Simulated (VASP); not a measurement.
# Zn (P6_3/mmc) in VASP: notebook, part 2 of 2

VASP 6.6.1.

## (3) Relaxation of cell and atoms, PBE

This run uses another cell than the first one, of 15.36 Å³/atom, 1.015 times its volume.

Input file INCAR:

```
ALGO = Normal
EDIFF = 1E-6
EDIFFG = -0.02
ENCUT = 600
GGA = PE
IBRION = 2
ISIF = 3
ISMEAR = 1
LASPH = True
LCHARG = False
LREAL = False
LWAVE = False
NELM = 100
NSW = 60
PREC = Accurate
SIGMA = 0.05
```

Input file KPOINTS:

```
k-points
0
Gamma
  19 19 10
```

Input file POSCAR:

```
Zn
1.0
    2.7900000000      0.0000000000      0.0000000000
   -1.3950000000      2.4162108766      0.0000000000
    0.0000000000      0.0000000000      4.5560700000
Zn
2
Direct
    0.3333333333      0.6666666667      0.2500000000
    0.6666666667      0.3333333333      0.7500000000
```

Potentials or basis: VASP PAW PBE potentials, release 64 (Zn).

Launch:

```sh
$ cat potpaw_PBE.64/Zn/POTCAR > POTCAR
$ mpirun -np 1 vasp_std > vasp.out
```

OUTCAR:

```text
EDIFF = 1E-6
   EDIFFG = -0.02
   ENCUT = 600
   GGA = PE
   IBRION = 2
   ISIF = 3
   ISMEAR = 1
   LASPH = True
   LREAL = False
   NELM = 100
   NSW = 60
   PREC = Accurate

 ion  position               nearest neighbor table
   1  0.333  0.667  0.250-   2 2.79   2 2.79   2 2.79   2 2.79   2 2.79   2 2.79
   2  0.667  0.333  0.750-   1 2.79   1 2.79   1 2.79   1 2.79   1 2.79   1 2.79

  LATTYP: Found a hexagonal cell.
 ALAT       =     2.7900000000
 C/A-ratio  =     1.6330000000

  Lattice vectors:

 A1 = (   2.7900000000,   0.0000000000,   0.0000000000)
 A2 = (  -1.3950000000,   2.4162108766,   0.0000000000)
 A3 = (   0.0000000000,   0.0000000000,   4.5560700000)

Analysis of symmetry for initial positions (statically):
=====================================================================
 Subroutine PRICEL returns:
 Original cell was already a primitive cell.

 Routine SETGRP: Setting up the symmetry group for a
 hexagonal supercell.

 Subroutine GETGRP returns: Found 24 space group operations
 (whereof 12 operations were pure point group operations)
 out of a pool of 24 trial point group operations.

The static configuration has the point symmetry D_3d.
 The point group associated with its full space group is D_6h.

Analysis of symmetry for dynamics (positions and initial velocities):
=====================================================================
 Subroutine PRICEL returns:
 Original cell was already a primitive cell.

 Routine SETGRP: Setting up the symmetry group for a
 hexagonal supercell.

 Subroutine GETGRP returns: Found 24 space group operations
 (whereof 12 operations were pure point group operations)
 out of a pool of 24 trial point group operations.

The dynamic configuration has the point symmetry D_3d.
 The point group associated with its full space group is D_6h.

 Subroutine INISYM returns: Found 24 space group operations
 (whereof 12 operations are pure point group operations),
 and found     1 'primitive' translations

----------------------------------------------------------------------------------------

                                     Primitive cell

  volume of cell :      30.7135

  direct lattice vectors                    reciprocal lattice vectors
     2.790000000  0.000000000  0.000000000     0.358422939  0.206935580  0.000000000
    -1.395000000  2.416210877  0.000000000     0.000000000  0.413871161  0.000000000
     0.000000000  0.000000000  4.556070000     0.000000000  0.000000000  0.219487409

  length of vectors
     2.790000000  2.790000000  4.556070000     0.413871161  0.413871161  0.219487409

  position of ions in fractional coordinates (direct lattice)
     0.333333333  0.666666667  0.250000000
     0.666666667  0.333333333  0.750000000

  ion indices of the primitive-cell ions
   primitive index   ion index
                 1           1
                 2           2

----------------------------------------------------------------------------------------

 KPOINTS: k-points

Automatic generation of k-mesh.
 Grid dimensions read from file:
 generate k-points for:   19   19   10

 Generating k-lattice:

  Cartesian coordinates                     Fractional coordinates (reciprocal lattice)
[... 52 lines left out ...]
   ISTART =      0    job   : 0-new  1-cont  2-samecut
   ICHARG =      2    charge: 1-file 2-atom 10-const
   ISPIN  =      1    spin polarized calculation?
   LNONCOLLINEAR =      F non collinear calculations
   LSORBIT =      F    spin-orbit coupling
   LASPH  =      T    aspherical Exc in radial PAW
   ENCUT  =  600.0 eV  44.10 Ry    6.64 a.u.   5.57  5.57  9.10*2*pi/ulx,y,z
   NELM   =    100;   NELMIN=  2; NELMDL= -5     # of ELM steps
   EDIFF  = 0.1E-05   stopping-criterion for ELM
   LREAL  =      F    real-space projection
   EDIFFG = -.2E-01   stopping-criterion for IOM
   NSW    =     60    number of steps for IOM
   IBRION =      2    ionic relax: 0-MD 1-quasi-New 2-CG
   NFREE  =      1    steps in history (QN), initial steepest desc. (CG)
   ISIF   =      3    stress and relaxation
   ISYM   =      2    0-nonsym 1-usesym 2-fastsym
   POTIM  = 0.5000    time-step for ionic-motion
   TEBEG  =    0.0;   TEEND  =   0.0 temperature during run
   PSTRESS=    0.0 pullay stress
   NELECT =      24.0000    total number of electrons
   NUPDOWN=      -1.0000    fix difference up-down
   EMIN   =  10.00;   EMAX   =-10.00  energy-range for DOS
   EFERMI =   0.00;   METHOD = LEGACY
   ISMEAR =     1;   SIGMA  =   0.05  broadening in eV -4-tet -1-fermi 0-gaus
   EFERMI_NEDOS =   21; number of points for ismear=-14 and -15
   IALGO  =     38    algorithm
   IMIX   =      4    mixing-type and parameters
     AMIX     =   0.40;   BMIX     =  1.00
     AMIX_MAG =   1.60;   BMIX_MAG =  1.00
  volume/ion in A,a.u.               =      15.36       103.63
  Fermi-wavevector in a.u.,A,eV,Ry     =   1.507887  2.849493 30.935878  2.273723
  Thomas-Fermi vector in A             =   2.618414
   LORBIT       =      0    0 simple, 1 ext, 2 COOP (PROOUT), +10 PAW based schemes
   GGA     = PE    functional components
   LHFCALC =     F    Hartree Fock is set to
   AEXX    =    0.0000 exact exchange contribution
   IVDW    =     0    specifies the selected vdW correction
   LEPSILON=     F    determine dielectric tensor
   LRPA    =     F    only Hartree local field effects (RPA)
 conjugate gradient relaxation of ions
 non-spin polarized calculation
 Methfessel and Paxton  Order N= 1 SIGMA  =   0.05
  energy-cutoff  :      600.00
  volume of cell :       30.71
 maximum number of plane-waves:      1045
 NGX is ok and might be reduce to    24
   NGX = 11   NGY = 11   NGZ = 19

--------------------------------------- Ionic step        1  -------------------------------------------

 number of electron      24.0000004 magnetization

 Free energy of the ion-electron system (eV)
  ---------------------------------------------------
  ext. energy  EPLUGINS =         0.00000000
  ---------------------------------------------------
  free energy    TOTEN  =        -2.17762463 eV

  energy without entropy =       -2.17756548  energy(sigma->0) =       -2.17760491

------------------------ aborting loop because EDIFF is reached ----------------------------------------

  FORCE on cell =-STRESS in cart. coord.  units (eV):
  Direction    XX          YY          ZZ          XY          YZ          ZX
  --------------------------------------------------------------------------------------
  -------------------------------------------------------------------------------------
  Total       -0.4496434     -0.4496434      0.0324647     -0.0000000     -0.0000000      0.0000000
  in kB      -23.4557531    -23.4557531      1.6935281     -0.0000000     -0.0000000      0.0000000
  external PRESSURE =     -15.0726594 kB  Pullay stress =       0.0000000 kB
[... 89 lines left out ...]
  FREE ENERGIE OF THE ION-ELECTRON SYSTEM (eV)
  ---------------------------------------------------
  free  energy   TOTEN  =        -2.1868722563 eV

  energy  without entropy=       -2.1868778063  energy(sigma->0) =       -2.18687411

[... ionic steps 4 to 7 ...]

--------------------------------------- Ionic step        8  -------------------------------------------

 number of electron      23.9999990 magnetization

------------------------ aborting loop because EDIFF is reached ----------------------------------------
[... 67 lines left out ...]
--------------------------------------- Ionic step       10  -------------------------------------------

 number of electron      23.9999984 magnetization

 Free energy of the ion-electron system (eV)
  ---------------------------------------------------
  ext. energy  EPLUGINS =         0.00000000
  ---------------------------------------------------
  free energy    TOTEN  =        -2.21565952 eV

  energy without entropy =       -2.21561408  energy(sigma->0) =       -2.21564437

 E-fermi :   3.1972     XC(G=0): -11.5659

 val. band max:        3.1947274350   @ k =   0.3684   0.1053   0.0000
 cond. band min:       3.2118966997   @ k =   0.1053   0.0526   0.2000
 fundamental gap:      0.0171692647
 Fermi energy:         3.1971500978

 k-point     1 :       0.0000    0.0000    0.0000
  band No.  band energies     occupation
      1      -7.2904      2.00000
      2      -5.4836      2.00000
      3      -4.7877      2.00000
      4      -4.5586      2.00000
      5      -4.5586      2.00000
      6      -4.5079      2.00000
[... 433 lines left out ...]
      3      -4.9367      2.00000
      4      -4.5298      2.00000
      5      -4.4913      2.00000
      6      -4.3881      2.00000
[... 8 lines left out ...]
     15      11.1114      0.00000
     16      11.1721      0.00000

 [... further k-points ...]
[... 5 lines left out ...]
  --------------------------------------------------------------------------------------
  -------------------------------------------------------------------------------------
  Total        0.0044310      0.0044310      0.0372856      0.0000000     -0.0000000      0.0000000
  in kB        0.2339823      0.2339823      1.9689104      0.0000000     -0.0000000      0.0000000
  external PRESSURE =       0.8122917 kB  Pullay stress =       0.0000000 kB
[... 17 lines left out ...]
  FREE ENERGIE OF THE ION-ELECTRON SYSTEM (eV)
  ---------------------------------------------------
  free  energy   TOTEN  =        -2.2156595233 eV

  energy  without entropy=       -2.2156140768  energy(sigma->0) =       -2.21564437

 reached required accuracy - stopping structural energy minimisation
```

CONTCAR:

```text
Zn
   1.00000000000000
     2.6648205799846827   -0.0000000000000001    0.0000000000000000
    -1.3324102899923413    2.3078023188301837   -0.0000000000000000
     0.0000000000000001    0.0000000000000000    4.9335429893469556
  Zn
     2
Direct
     0.3333333332999970    0.6666666667000030    0.2500000000000000
     0.6666666667000030    0.3333333332999970    0.7500000000000000

  0.00000000E+00  0.00000000E+00  0.00000000E+00
  0.00000000E+00  0.00000000E+00  0.00000000E+00
```

Wall time 4 min (1 thread of Intel Xeon 6975P-C (Granite Rapids), shared host); peak memory 0.26 GiB.

Results:

```
Free energy                            : -2.2157 eV
Relaxed volume                         : 15.17 Å³/atom
Relaxed cell                           : a = 2.665 Å, b = 2.665 Å, c = 4.934 Å, α = 90.00°, β = 90.00°, γ = 120.00°
Space group after relaxing (to 0.05 Å) : P6_3/mmc (No. 194)
Energy gained by relaxing              : 19.0 meV/atom
Ionic steps                            : 10
Pressure after relaxing                : 0.1 GPa
Band gap on the k mesh                 : zero (band 12 reaches 4.81 eV, above the bottom of band 13 at 0.12 eV)
```

Stress tensor (GPa, compression positive):
```
0.02 0.00 0.00
0.00 0.02 0.00
0.00 0.00 0.20
```

The path:
```tsv
step	energy change (eV)	largest force (eV/Å)	pressure (GPa)	volume (Å³)
1	0.0000	0.0000	-1.51	30.71
2	-0.0079	0.0000	-0.14	30.07
3	-0.0092	0.0000	0.65	29.77
4	-0.0140	0.0000	0.58	29.83
5	-0.0284	0.0000	0.20	30.01
6	-0.0337	0.0000	1.05	30.25
7	-0.0375	0.0000	0.32	30.15
8	-0.0378	0.0000	0.48	30.17
9	-0.0372	0.0000	-0.71	30.66
10	-0.0380	0.0000	0.08	30.34
```

Final structure:
```cif
data_structure
_symmetry_space_group_name_H-M 'P 1'
_symmetry_Int_Tables_number 1
_cell_length_a 2.6648
_cell_length_b 2.6648
_cell_length_c 4.9335
_cell_angle_alpha 90.000
_cell_angle_beta 90.000
_cell_angle_gamma 120.000
_cell_volume 30.34
loop_
_atom_site_label
_atom_site_type_symbol
_atom_site_fract_x
_atom_site_fract_y
_atom_site_fract_z
_atom_site_occupancy
Zn1 Zn 0.33333 0.66667 0.25000 1
Zn2 Zn 0.66667 0.33333 0.75000 1
```
